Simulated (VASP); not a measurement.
# BaTiO3 (P4/mmm) in VASP: notebook, part 3 of 3

VASP 6.6.1.

## Step 5: Single point, PBEsol (zz strain of +1 %)

INCAR

```
PREC = Accurate
ENCUT = 520
EDIFF = 1E-7
ISMEAR = -1
SIGMA = 0.03
LREAL = F
LASPH = T
NELM = 80
ALGO = Normal
ISIF = 2
LWAVE = F
LCHARG = F
GGA = PS
NBANDS = 28
```

KPOINTS

```
Automatic mesh
0
Gamma
  7 7 7
```

POSCAR

```
BaTiO3
1.0
    3.9998000000      0.0000000000      0.0000000000
    0.0000000000      3.9998000000      0.0000000000
    0.0000000000      0.0000000000      4.0581800000
Ba Ti O
1 1 3
Direct
    0.0000000000      0.0000000000      0.0000000000
    0.5000000000      0.5000000000      0.5000000000
    0.5000000000      0.5000000000      0.0000000000
    0.5000000000      0.0000000000      0.5000000000
    0.0000000000      0.5000000000      0.5000000000
```

Potentials or basis: VASP PAW PBE potentials, release 64 (Ba_sv, Ti_sv, O).

The run is started by

```bash
> cat potpaw_PBE.64/Ba_sv/POTCAR potpaw_PBE.64/Ti_sv/POTCAR potpaw_PBE.64/O/POTCAR > POTCAR
> mpirun -np 1 vasp_std > vasp.out
```

OUTCAR:

```text
PREC = Accurate
   ENCUT = 520
   EDIFF = 1E-7
   ISMEAR = -1
   LREAL = F
   LASPH = T
   NELM = 80
   ISIF = 2
   GGA = PS

 ion  position               nearest neighbor table
   1  0.000  0.000  0.000-   3 2.83   3 2.83   3 2.83   3 2.83   5 2.85   4 2.85   5 2.85   5 2.85
                             5 2.85   4 2.85   4 2.85   4 2.85   2 3.48   2 3.48   2 3.48   2 3.48
   2  0.500  0.500  0.500-   4 2.00   5 2.00   4 2.00   5 2.00   3 2.03   3 2.03   1 3.48   1 3.48
                             1 3.48   1 3.48   1 3.48   1 3.48   1 3.48   1 3.48
   3  0.500  0.500  0.000-   2 2.03   2 2.03   1 2.83   1 2.83   1 2.83   1 2.83
   4  0.500  0.000  0.500-   2 2.00   2 2.00   1 2.85   1 2.85   1 2.85   1 2.85
   5  0.000  0.500  0.500-   2 2.00   2 2.00   1 2.85   1 2.85   1 2.85   1 2.85

  LATTYP: Found a simple tetragonal cell.
 ALAT       =     3.9998000000
 C/A-ratio  =     1.0145957298

  Lattice vectors:

 A1 = (   3.9998000000,   0.0000000000,   0.0000000000)
 A2 = (   0.0000000000,   3.9998000000,   0.0000000000)
 A3 = (   0.0000000000,   0.0000000000,   4.0581800000)

Analysis of symmetry for initial positions (statically):
=====================================================================
 Subroutine PRICEL returns:
 Original cell was already a primitive cell.

 Routine SETGRP: Setting up the symmetry group for a
 simple tetragonal supercell.

 Subroutine GETGRP returns: Found 16 space group operations
 (whereof 16 operations were pure point group operations)
 out of a pool of 16 trial point group operations.

The static configuration has the point symmetry D_4h.

Analysis of symmetry for dynamics (positions and initial velocities):
=====================================================================
 Subroutine PRICEL returns:
 Original cell was already a primitive cell.

 Routine SETGRP: Setting up the symmetry group for a
 simple tetragonal supercell.

 Subroutine GETGRP returns: Found 16 space group operations
 (whereof 16 operations were pure point group operations)
 out of a pool of 16 trial point group operations.

The dynamic configuration has the point symmetry D_4h.

 Subroutine INISYM returns: Found 16 space group operations
 (whereof 16 operations are pure point group operations),
 and found     1 'primitive' translations

----------------------------------------------------------------------------------------

                                     Primitive cell

  volume of cell :      64.9244

  direct lattice vectors                    reciprocal lattice vectors
     3.999800000  0.000000000  0.000000000     0.250012501  0.000000000  0.000000000
     0.000000000  3.999800000  0.000000000     0.000000000  0.250012501  0.000000000
     0.000000000  0.000000000  4.058180000     0.000000000  0.000000000  0.246415881

  length of vectors
     3.999800000  3.999800000  4.058180000     0.250012501  0.250012501  0.246415881

  position of ions in fractional coordinates (direct lattice)
     0.000000000  0.000000000  0.000000000
     0.500000000  0.500000000  0.500000000
     0.500000000  0.500000000  0.000000000
     0.500000000  0.000000000  0.500000000
     0.000000000  0.500000000  0.500000000

  ion indices of the primitive-cell ions
   primitive index   ion index
                 1           1
[... 32 lines left out ...]
            Coordinates               Weight
  0.000000  0.000000  0.000000      1.000000
  0.142857  0.000000  0.000000      4.000000
  0.285714  0.000000  0.000000      4.000000
  0.428571  0.000000  0.000000      4.000000
  0.142857  0.142857  0.000000      4.000000
  0.285714  0.142857  0.000000      8.000000
[... 16 lines left out ...]
  0.285714  0.000000  0.285714      8.000000
  0.428571  0.000000  0.285714      8.000000
 [... further k-points ...]
   k-points           NKPTS =     40   k-points in BZ     NKDIM =     40   number of bands    NBANDS=     28
   number of dos      NEDOS =    301   number of ions     NIONS =      5
   total plane-waves  NPLWV =  27000
   dimension x,y,z NGX =    30 NGY =   30 NGZ =   30
   dimension x,y,z NGXF=    60 NGYF=   60 NGZF=   60
   ions per type =               1   1   3
   NGX,Y,Z   is equivalent  to a cutoff of  12.47, 12.47, 12.29 a.u.
   NGXF,Y,Z  is equivalent  to a cutoff of  24.94, 24.94, 24.58 a.u.
 SYSTEM =  unknown system
   PREC   = accura    normal or accurate (medium, high low for compatibility)
   ISTART =      0    job   : 0-new  1-cont  2-samecut
   ICHARG =      2    charge: 1-file 2-atom 10-const
   ISPIN  =      1    spin polarized calculation?
   LNONCOLLINEAR =      F non collinear calculations
   LSORBIT =      F    spin-orbit coupling
   LASPH  =      T    aspherical Exc in radial PAW
   ENCUT  =  520.0 eV  38.22 Ry    6.18 a.u.   7.44  7.44  7.55*2*pi/ulx,y,z
   NELM   =     80;   NELMIN=  2; NELMDL= -5     # of ELM steps
   EDIFF  = 0.1E-06   stopping-criterion for ELM
   LREAL  =      F    real-space projection
   EDIFFG = 0.1E-05   stopping-criterion for IOM
   NSW    =      0    number of steps for IOM
   IBRION =     -1    ionic relax: 0-MD 1-quasi-New 2-CG
   NFREE  =      0    steps in history (QN), initial steepest desc. (CG)
   ISIF   =      2    stress and relaxation
   ISYM   =      2    0-nonsym 1-usesym 2-fastsym
   POTIM  = 0.5000    time-step for ionic-motion
   TEBEG  =    0.0;   TEEND  =   0.0 temperature during run
   PSTRESS=    0.0 pullay stress
   NELECT =      40.0000    total number of electrons
   NUPDOWN=      -1.0000    fix difference up-down
   EMIN   =  10.00;   EMAX   =-10.00  energy-range for DOS
   EFERMI =   0.00;   METHOD = LEGACY
   ISMEAR =    -1;   SIGMA  =   0.03  broadening in eV -4-tet -1-fermi 0-gaus
   EFERMI_NEDOS =   21; number of points for ismear=-14 and -15
   IALGO  =     38    algorithm
   IMIX   =      4    mixing-type and parameters
     AMIX     =   0.40;   BMIX     =  1.00
     AMIX_MAG =   1.60;   BMIX_MAG =  1.00
  volume/ion in A,a.u.               =      12.98        87.63
  Fermi-wavevector in a.u.,A,eV,Ry     =   1.393025  2.632435 26.402355  1.940518
  Thomas-Fermi vector in A             =   2.516711
   LORBIT       =      0    0 simple, 1 ext, 2 COOP (PROOUT), +10 PAW based schemes
   GGA     = PS    functional components
   LHFCALC =     F    Hartree Fock is set to
   AEXX    =    0.0000 exact exchange contribution
   IVDW    =     0    specifies the selected vdW correction
   LEPSILON=     F    determine dielectric tensor
   LRPA    =     F    only Hartree local field effects (RPA)
 non-spin polarized calculation
  energy-cutoff  :      520.00
  volume of cell :       64.92
 maximum number of plane-waves:      1771
 NGX is ok and might be reduce to    30
   NGX = 15   NGY = 15   NGZ = 15

 number of electron      39.9999979 magnetization

 Free energy of the ion-electron system (eV)
  ---------------------------------------------------
  ext. energy  EPLUGINS =         0.00000000
  ---------------------------------------------------
  free energy    TOTEN  =       -41.95491634 eV

  energy without entropy =      -41.95491634  energy(sigma->0) =      -41.95491634

 E-fermi :   4.1927     XC(G=0): -11.4520

 val. band max:        3.5367592289   @ k =   0.4286   0.4286   0.4286
 cond. band min:       5.2621011479   @ k =   0.0000   0.0000   0.0000
 fundamental gap:      1.7253419191
 Fermi energy:         4.1926761234

 k-point     1 :       0.0000    0.0000    0.0000
  band No.  band energies     occupation
      1     -52.8273      2.00000
      2     -29.1459      2.00000
      3     -29.1459      2.00000
      4     -29.1404      2.00000
      5     -21.1921      2.00000
      6     -13.1980      2.00000
[... 733 lines left out ...]
     27      11.8968      0.00000
     28      12.3474      0.00000

 [... further k-points ...]

------------------------ aborting loop because EDIFF is reached ----------------------------------------

  FORCE on cell =-STRESS in cart. coord.  units (eV):
  Direction    XX          YY          ZZ          XY          YZ          ZX
  --------------------------------------------------------------------------------------
  -------------------------------------------------------------------------------------
  Total       -1.4190256     -1.4190256     -2.4550149      0.0000000      0.0000000      0.0000000
  in kB      -35.0181305    -35.0181305    -60.5838494      0.0000000      0.0000000      0.0000000
  external PRESSURE =     -43.5400368 kB  Pullay stress =       0.0000000 kB

 VOLUME and BASIS-vectors are now :
 -----------------------------------------------------------------------------
  energy-cutoff  :      520.00
  volume of cell :       64.92
      direct lattice vectors                 reciprocal lattice vectors
     3.999800000  0.000000000  0.000000000     0.250012501  0.000000000  0.000000000
     0.000000000  3.999800000  0.000000000     0.000000000  0.250012501  0.000000000
     0.000000000  0.000000000  4.058180000     0.000000000  0.000000000  0.246415881

 POSITION                                       TOTAL-FORCE (eV/Angst)
 -----------------------------------------------------------------------------------
      0.00000      0.00000      0.00000         0.000000      0.000000      0.000000
      1.99990      1.99990      2.02909         0.000000      0.000000      0.000000
      1.99990      1.99990      0.00000         0.000000      0.000000      0.000000
      1.99990      0.00000      2.02909         0.000000      0.000000      0.000000
      0.00000      1.99990      2.02909         0.000000      0.000000      0.000000
 -----------------------------------------------------------------------------------
    total drift:                                0.000000      0.000000     -0.000000

  FREE ENERGIE OF THE ION-ELECTRON SYSTEM (eV)
  ---------------------------------------------------
  free  energy   TOTEN  =       -41.9549163389 eV

  energy  without entropy=      -41.9549163389  energy(sigma->0) =      -41.95491634
```

stdout:

```text
POSCAR found type information on POSCAR BaTiO
 POSCAR found :  3 types and       5 ions
 scaLAPACK will be used
 -----------------------------------------------------------------------------
|                                                                             |
|                                                                             |
|     You enforced a specific xc type in the INCAR file but a different       |
|     I HOPE YOU KNOW WHAT YOU ARE DOING!                                     |
|                                                                             |
 -----------------------------------------------------------------------------

 LDA part: xc-table for (Slater+PW92), standard interpolation
 POSCAR, INCAR and KPOINTS ok, starting setup
 FFT: planning ... GRIDC
 FFT: planning ... GRID_SOFT
 FFT: planning ... GRID
 WAVECAR not read
 entering main loop
```

Wall time 2.2 min (1 thread of AMD EPYC 7R13, shared host); peak memory 0.19 GiB.

What came out:

```yaml
Free_energy: -41.9549 eV
Pressure: -4.4 GPa
Band_gap_on_the_k_mesh: 1.73 eV (least direct gap 1.82 eV)
```

Levels at points of the mesh, in eV from the valence-band top:
```tsv
k point	band 16	band 17	band 18	band 19	band 20	band 21	band 22	band 23	band 24	band 25
(0.00, 0.00, 0.00)	-1.01	-1.01	-0.11	-0.09	-0.09	1.73	1.73	1.75	3.85	3.96
```

Caveat: the cell differs from its parent crystal (zz strain of +1 %); the cell stands under tension; the PAW data sets were made with another functional, which shifts forces and pressure a little; spin-orbit coupling is left out, which moves the levels of the heavy elements; an odd mesh through Γ misses points on the zone boundary, where band edges can lie.

## Step 6: The runs side by side

| cell | gap on the mesh (eV) | pressure (GPa) |
| --- | --- | --- |
| a = 3.880, b = 3.880, c = 4.018 Å, 5 atoms | 1.83 | 9.2 |
| a = 4.000, b = 4.000, c = 3.938 Å, 5 atoms | 1.77 | 0.8 |
| a = 3.960, b = 3.960, c = 4.018 Å, 5 atoms | 1.78 | 0.8 |
| a = 4.000, b = 4.000, c = 4.058 Å, 5 atoms | 1.73 | -4.4 |

Alike in all rows: task single point; level PBEsol; potentials or basis VASP PAW PBE potentials, release 64 (Ba_sv, Ti_sv, O); no spin polarisation; k mesh 7 × 7 × 7; cutoff (eV) 520; smearing fermi-dirac 0.03 eV.

Caveats: the PAW data sets were made with another functional, which shifts forces and pressure a little; spin-orbit coupling is left out, which moves the levels of the heavy elements; an odd mesh through Γ misses points on the zone boundary, where band edges can lie; the cell stands under pressure (at least some runs); the cell stands under tension (at least some runs).

Total energies depend on the potentials used, so only differences within one code and one set of settings carry meaning.
